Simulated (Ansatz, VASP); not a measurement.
**Zn3AsN in VASP and in Ansatz**

```
CELL_PARAMETERS angstrom
4.17117 0.00000 0.00000
0.00000 4.17117 0.00000
0.00000 0.00000 4.17117
ATOMIC_POSITIONS crystal
Zn 0.00000 0.50000 0.50000
Zn 0.50000 0.00000 0.50000
Zn 0.50000 0.50000 0.00000
As 0.00000 0.00000 0.00000
N 0.50000 0.50000 0.50000
```

Alike in both runs: task relaxation of cell and atoms; functional PBE; k mesh 8 × 8 × 8; occupations fermi-dirac, width 0.15 eV; no spin polarisation.

```csv
,VASP,Ansatz
version,VASP 6.6.1,Ansatz 0.2.0
potentials or method,"VASP PAW PBE potentials, release 64 (Zn, As, N), cutoff 600 eV","scalar-relativistic, plane waves, PAW"
valence electrons in the cell,46,56
```

```tsv
	VASP	Ansatz	Ansatz less VASP
gap on the k mesh at the Fermi level, each at its own relaxed structure (eV)	none	none	-
relaxed volume (Å³/atom)	14.60	14.54	-0.062
relaxed cell length with the largest relative difference (Å)	4.179	4.173	-0.0059
```

A gap of «none» marks a metal or a gap that the smearing closes. VASP's potentials hold 46 valence electrons a cell and Ansatz's 56, so a difference there can come from the potentials and not from the codes.
